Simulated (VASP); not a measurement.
A run of VASP 6.6.1 is set up as follows.

The input INCAR:

```
  PREC = Accurate
  ENCUT = 600
  EDIFF = 1E-6
  ISMEAR = 0
  SIGMA = 0.1
  LREAL = False
  LASPH = True
  NELM = 100
  ALGO = Normal
  ISIF = 3
  LWAVE = False
  LCHARG = False
  GGA = PE
  IBRION = 2
  NSW = 90
  EDIFFG = -0.04
```

The input KPOINTS:

```
regular mesh
0
Gamma
  6 6 4
```

POSCAR

```
LiAgN
1.0
    3.4361389726      0.0000000000      0.0000000000
    0.0000000000      3.4361389726      0.0000000000
    0.0000000000      0.0000000000      5.9282285750
Li Ag N
2 2 2
Direct
    0.5000000000      0.0000000000      0.2305000000
    0.0000000000      0.5000000000      0.7695000000
    0.5000000000      0.0000000000      0.6480000000
    0.0000000000      0.5000000000      0.3520000000
    0.0000000000      0.0000000000      0.0000000000
    0.5000000000      0.5000000000      0.0000000000
```

Potentials or basis: VASP PAW PBE potentials, release 64 (Li_sv, Ag, N).

Command:

```bash
$ cat potpaw_PBE.64/Li_sv/POTCAR potpaw_PBE.64/Ag/POTCAR potpaw_PBE.64/N/POTCAR > POTCAR
$ mpirun -np 1 vasp_std > vasp.out
```

Task: Predict the band gap on the k mesh.

Result: Zero (bands 19 and 20 overlap by 2.53 eV).

Task: Estimate the space group after relaxing (to 0.1 Å).

Result: P4/nmm (No. 129).

Final structure:
```
Li Ag N
1.0
     3.67175    0.00000    0.00000
     0.00000    3.67175    0.00000
     0.00000    0.00000    5.28591
Li Ag N
2 2 2
Direct
  0.50000 0.00000 0.15269
  0.00000 0.50000 0.84731
  0.50000 0.00000 0.66615
  0.00000 0.50000 0.33385
  0.00000 0.00000 0.00000
  0.50000 0.50000 0.00000
```
